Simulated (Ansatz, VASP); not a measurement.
BiTe in VASP and in Ansatz

```
CELL_PARAMETERS angstrom
4.14125 0.00000 0.00000
-2.07063 3.58643 0.00000
0.00000 0.00000 4.45336
ATOMIC_POSITIONS crystal
Bi 0.33333 0.66667 0.50000
Te 0.00000 0.00000 0.00000
```

Alike in both runs: functional PBE; k mesh 18 × 18 × 12; occupations gaussian, width 0.1 eV; no spin polarisation.

Ansatz relaxed the structure, and its values are those at the end. VASP's run is a single point on that final structure, the one shown.

|  | VASP | Ansatz |
| --- | --- | --- |
| version | VASP 6.6.1 | Ansatz 0.2.0 |
| potentials or method | VASP PAW PBE potentials, release 64 (Bi_d, Te), cutoff 520 eV | scalar-relativistic, plane waves, PAW |
| valence electrons in the cell | 21 | 31 |

|  | VASP | Ansatz | Ansatz less VASP |
| --- | --- | --- | --- |
| gap on the k mesh at the Fermi level (eV) | none | none | - |
| pressure (GPa) | 0.0 | 0.0 | +0.05 |

A gap of «none» marks a metal or a gap that the smearing closes. The functional is the same, so the differences come from potentials, cutoffs and numerics. VASP's potentials hold 21 valence electrons a cell and Ansatz's 31, so a difference there can come from the potentials and not from the codes.

Spin-orbit coupling is off throughout.
